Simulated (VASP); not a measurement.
The system is HfO2.

```
CELL_PARAMETERS angstrom
0.00000 2.55750 2.55750
2.55750 0.00000 2.55750
2.55750 2.55750 0.00000
ATOMIC_POSITIONS crystal
Hf 0.00000 0.00000 0.00000
O 0.25000 0.25000 0.25000
O 0.75000 0.75000 0.75000
```

- Program: VASP 6.6.1
- Task: relaxation of cell and atoms
- Functional: PBE
- Potentials or basis: VASP PAW PBE potentials, release 64 (Hf_pv, O)
- Cutoff: 600 eV
- k mesh: 12 × 12 × 12
- Occupations: gaussian, width 0.02 eV
- Spin: no spin polarisation

At the start: pressure -6.2 GPa; volume 11.15 Å³/atom.

Question: How do energy, volume and symmetry change on relaxing?

Answer: Over 6 steps the energy falls by 5.7 meV/atom and the volume is 10.86 Å³/atom (-2.6 %); space group Fm-3m (No. 225, to 0.1 Å) before and after.

Step by step:
```tsv
step	energy change (eV)	largest force (eV/Å)	pressure (GPa)	volume (Å³)
1	0.0000	0.0000	-6.23	33.46
2	0.0194	0.0000	10.19	31.40
3	-0.0172	0.0000	-0.05	32.60
4	-0.0172	0.0000	0.08	32.58
5	-0.0172	0.0000	-0.09	32.60
6	-0.0172	0.0000	0.01	32.59
```

Final structure:
```
CELL_PARAMETERS angstrom
0.00000 2.53525 2.53525
2.53525 0.00000 2.53525
2.53525 2.53525 0.00000
ATOMIC_POSITIONS crystal
Hf 0.00000 0.00000 0.00000
O 0.25000 0.25000 0.25000
O 0.75000 0.75000 0.75000
```
